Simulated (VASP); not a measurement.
# Li2RhN2 (P-3m1) in VASP: notebook, part 2 of 2

VASP 6.6.1. Earlier steps stand in the parts before.

### 3 Single point, PBEsol

File INCAR:

```
SYSTEM = Li2RhN2
ALGO = Normal ; EDIFF = 1E-7
ENCUT = 520 ; GGA = PS
ISIF = 2 ; ISMEAR = 1
LASPH = .TRUE. ; LCHARG = .FALSE.
LREAL = .FALSE. ; LWAVE = .FALSE.
NBANDS = 24 ; NELM = 100
PREC = Accurate ; SIGMA = 0.05
```

File KPOINTS:

```
k-points
0
G
  7 7 4
  0 0 0
```

File POSCAR:

```
Li2RhN2
1.0
    3.2214626400      0.0000000000      0.0000000000
   -1.6107313200      2.7898684800      0.0000000000
    0.0000000000      0.0000000000      5.0759660500
Li Rh N
2 1 2
Direct
    0.6666666667      0.3333333333      0.3544900000
    0.3333333333      0.6666666667      0.6455100000
    0.0000000000      0.0000000000      0.0000000000
    0.6666666667      0.3333333333      0.7906920000
    0.3333333333      0.6666666667      0.2093080000
```

Potentials or basis: VASP PAW PBE potentials, release 64 (Li_sv, Rh_pv, N).

Run with:

```
$ cat potpaw_PBE.64/Li_sv/POTCAR potpaw_PBE.64/Rh_pv/POTCAR potpaw_PBE.64/N/POTCAR > POTCAR
$ mpirun -np 1 vasp_std > vasp.out
```

OUTCAR:

```text
SYSTEM = Li2RhN2
   EDIFF = 1E-7
   ENCUT = 520
   GGA = PS
   ISIF = 2
   ISMEAR = 1
   LASPH = .TRUE.
   LREAL = .FALSE.
   NELM = 100
   PREC = Accurate

 ion  position               nearest neighbor table
   1  0.667  0.333  0.354-   5 2.00   5 2.00   5 2.00   2 2.38   2 2.38   2 2.38   3 2.59   3 2.59
                             3 2.59
   2  0.333  0.667  0.646-   4 2.00   4 2.00   4 2.00   1 2.38   1 2.38   1 2.38   3 2.59   3 2.59
                             3 2.59
   3  0.000  0.000  0.000-   5 2.14   4 2.14   5 2.14   4 2.14   4 2.14   5 2.14   2 2.59   1 2.59
                             2 2.59   1 2.59   2 2.59   1 2.59
   4  0.667  0.333  0.791-   2 2.00   2 2.00   2 2.00   3 2.14   3 2.14   3 2.14
   5  0.333  0.667  0.209-   1 2.00   1 2.00   1 2.00   3 2.14   3 2.14   3 2.14

  LATTYP: Found a hexagonal cell.
 ALAT       =     3.2214626400
 C/A-ratio  =     1.5756712454

  Lattice vectors:

 A1 = (   3.2214626400,   0.0000000000,   0.0000000000)
 A2 = (  -1.6107313200,   2.7898684800,   0.0000000000)
 A3 = (   0.0000000000,   0.0000000000,   5.0759660500)

Analysis of symmetry for initial positions (statically):
=====================================================================
 Subroutine PRICEL returns:
 Original cell was already a primitive cell.

 Routine SETGRP: Setting up the symmetry group for a
 hexagonal supercell.

 Subroutine GETGRP returns: Found 12 space group operations
 (whereof 12 operations were pure point group operations)
 out of a pool of 24 trial point group operations.

The static configuration has the point symmetry D_3d.

Analysis of symmetry for dynamics (positions and initial velocities):
=====================================================================
 Subroutine PRICEL returns:
 Original cell was already a primitive cell.

 Routine SETGRP: Setting up the symmetry group for a
 hexagonal supercell.

 Subroutine GETGRP returns: Found 12 space group operations
 (whereof 12 operations were pure point group operations)
 out of a pool of 24 trial point group operations.

The dynamic configuration has the point symmetry D_3d.

 Subroutine INISYM returns: Found 12 space group operations
 (whereof 12 operations are pure point group operations),
 and found     1 'primitive' translations

----------------------------------------------------------------------------------------

                                     Primitive cell

  volume of cell :      45.6200

  direct lattice vectors                    reciprocal lattice vectors
     3.221462640  0.000000000  0.000000000     0.310418003  0.179219918  0.000000000
    -1.610731320  2.789868480  0.000000000     0.000000000  0.358439836  0.000000000
     0.000000000  0.000000000  5.075966050     0.000000000  0.000000000  0.197006834

  length of vectors
     3.221462640  3.221462637  5.075966050     0.358439835  0.358439836  0.197006834

  position of ions in fractional coordinates (direct lattice)
     0.666666667  0.333333333  0.354490000
     0.333333333  0.666666667  0.645510000
     0.000000000  0.000000000  0.000000000
     0.666666667  0.333333333  0.790692000
     0.333333333  0.666666667  0.209308000

  ion indices of the primitive-cell ions
   primitive index   ion index
                 1           1
[... 24 lines left out ...]
     0.000000000  0.000000000  0.000000000

 Subroutine IBZKPT returns following result:
 ===========================================

 Found     28 irreducible k-points:

 Following reciprocal coordinates:
            Coordinates               Weight
  0.000000  0.000000  0.000000      1.000000
  0.142857 -0.000000  0.000000      6.000000
  0.285714 -0.000000  0.000000      6.000000
  0.428571  0.000000  0.000000      6.000000
  0.142857  0.142857  0.000000      6.000000
  0.285714  0.142857  0.000000     12.000000
[... 16 lines left out ...]
  0.285714 -0.000000  0.500000      6.000000
  0.428571  0.000000  0.500000      6.000000
 [... further k-points ...]
   k-points           NKPTS =     28   k-points in BZ     NKDIM =     28   number of bands    NBANDS=     24
   number of dos      NEDOS =    301   number of ions     NIONS =      5
   total plane-waves  NPLWV =  23040
   dimension x,y,z NGX =    24 NGY =   24 NGZ =   40
   dimension x,y,z NGXF=    48 NGYF=   48 NGZF=   80
   ions per type =               2   1   2
   NGX,Y,Z   is equivalent  to a cutoff of  12.39, 12.39, 13.10 a.u.
   NGXF,Y,Z  is equivalent  to a cutoff of  24.77, 24.77, 26.20 a.u.
 SYSTEM =  Li2RhN2
   PREC   = accura    normal or accurate (medium, high low for compatibility)
   ISTART =      0    job   : 0-new  1-cont  2-samecut
   ICHARG =      2    charge: 1-file 2-atom 10-const
   ISPIN  =      1    spin polarized calculation?
   LNONCOLLINEAR =      F non collinear calculations
   LSORBIT =      F    spin-orbit coupling
   LASPH  =      T    aspherical Exc in radial PAW
   ENCUT  =  520.0 eV  38.22 Ry    6.18 a.u.   5.99  5.99  9.44*2*pi/ulx,y,z
   NELM   =    100;   NELMIN=  2; NELMDL= -5     # of ELM steps
   EDIFF  = 0.1E-06   stopping-criterion for ELM
   LREAL  =      F    real-space projection
   EDIFFG = 0.1E-05   stopping-criterion for IOM
   NSW    =      0    number of steps for IOM
   IBRION =     -1    ionic relax: 0-MD 1-quasi-New 2-CG
   NFREE  =      0    steps in history (QN), initial steepest desc. (CG)
   ISIF   =      2    stress and relaxation
   ISYM   =      2    0-nonsym 1-usesym 2-fastsym
   POTIM  = 0.5000    time-step for ionic-motion
   TEBEG  =    0.0;   TEEND  =   0.0 temperature during run
   PSTRESS=    0.0 pullay stress
   NELECT =      31.0000    total number of electrons
   NUPDOWN=      -1.0000    fix difference up-down
   EMIN   =  10.00;   EMAX   =-10.00  energy-range for DOS
   EFERMI =   0.00;   METHOD = LEGACY
   ISMEAR =     1;   SIGMA  =   0.05  broadening in eV -4-tet -1-fermi 0-gaus
   EFERMI_NEDOS =   21; number of points for ismear=-14 and -15
   IALGO  =     38    algorithm
   IMIX   =      4    mixing-type and parameters
     AMIX     =   0.40;   BMIX     =  1.00
     AMIX_MAG =   1.60;   BMIX_MAG =  1.00
  volume/ion in A,a.u.               =       9.12        61.57
  Fermi-wavevector in a.u.,A,eV,Ry     =   1.439274  2.719834 28.184609  2.071510
  Thomas-Fermi vector in A             =   2.558148
   LORBIT       =      0    0 simple, 1 ext, 2 COOP (PROOUT), +10 PAW based schemes
   GGA     = PS    functional components
   LHFCALC =     F    Hartree Fock is set to
   AEXX    =    0.0000 exact exchange contribution
   IVDW    =     0    specifies the selected vdW correction
   LEPSILON=     F    determine dielectric tensor
   LRPA    =     F    only Hartree local field effects (RPA)
 non-spin polarized calculation
 Methfessel and Paxton  Order N= 1 SIGMA  =   0.05
  energy-cutoff  :      520.00
  volume of cell :       45.62
 maximum number of plane-waves:      1246
   NGX = 11   NGY = 11   NGZ = 19

 number of electron      31.0000018 magnetization

 Free energy of the ion-electron system (eV)
  ---------------------------------------------------
  ext. energy  EPLUGINS =         0.00000000
  ---------------------------------------------------
  free energy    TOTEN  =       -29.99722195 eV

  energy without entropy =      -29.99768859  energy(sigma->0) =      -29.99737750

 E-fermi :   6.2229     XC(G=0): -11.6861

 val. band max:        6.1531625180   @ k =   0.2857  -0.0000   0.0000
 cond. band min:       6.2558072469   @ k =   0.2857   0.2857   0.2500
 fundamental gap:      0.1026447289
 Fermi energy:         6.2229370414

 k-point     1 :       0.0000    0.0000    0.0000
  band No.  band energies     occupation
      1     -40.5709      2.00000
      2     -40.5458      2.00000
      3     -40.5458      2.00000
      4     -37.8646      2.00000
      5     -37.7229      2.00000
      6      -8.7915      2.00000
[... 637 lines left out ...]
     23      17.5501      0.00000
     24      19.3469      0.00000

 [... further k-points ...]
[... 5 lines left out ...]
  --------------------------------------------------------------------------------------
  -------------------------------------------------------------------------------------
  Total       -2.6396219     -2.6396219     -1.7838427      0.0000000      0.0000000     -0.0000000
  in kB      -92.7036345    -92.7036343    -62.6486340      0.0000000      0.0000000     -0.0000000
  external PRESSURE =     -82.6853009 kB  Pullay stress =       0.0000000 kB

 VOLUME and BASIS-vectors are now :
 -----------------------------------------------------------------------------
  energy-cutoff  :      520.00
  volume of cell :       45.62
      direct lattice vectors                 reciprocal lattice vectors
     3.221462640  0.000000000  0.000000000     0.310418003  0.179219918  0.000000000
    -1.610731320  2.789868480  0.000000000     0.000000000  0.358439836  0.000000000
     0.000000000  0.000000000  5.075966050     0.000000000  0.000000000  0.197006834

 POSITION                                       TOTAL-FORCE (eV/Angst)
 -----------------------------------------------------------------------------------
      1.61073      0.92996      1.79938        -0.000000      0.000000     -0.106786
     -0.00000      1.85991      3.27659        -0.000000      0.000000      0.106786
      0.00000      0.00000      0.00000        -0.000000      0.000000      0.000000
      1.61073      0.92996      4.01353        -0.000000      0.000000      0.428726
     -0.00000      1.85991      1.06244         0.000000     -0.000000     -0.428726
 -----------------------------------------------------------------------------------
    total drift:                                0.000000     -0.000000      0.000000

  FREE ENERGIE OF THE ION-ELECTRON SYSTEM (eV)
  ---------------------------------------------------
  free  energy   TOTEN  =       -29.9972219515 eV

  energy  without entropy=      -29.9976885902  energy(sigma->0) =      -29.99737750
```

Wall time 26 s (1 thread of Intel Xeon Platinum 8259CL at 2.50GHz (Skylake/Cascade Lake), shared host); peak memory 0.17 GiB.

Results:

- Free energy: -29.9972 eV
- Largest force: 0.429 eV/Å

Forces in eV/Å, atoms in the order of the input:
```
Li   0.000  0.000 -0.107
Li   0.000  0.000  0.107
Rh   0.000  0.000  0.000
N    0.000  0.000  0.429
N    0.000  0.000 -0.429
```

Caveat: the cutoff is under 1.25 times the usual one of these potentials, so pressure, stress and relaxed cells hold a basis-set (Pulay) error; the PAW data sets were made with another functional, which shifts forces and pressure a little.
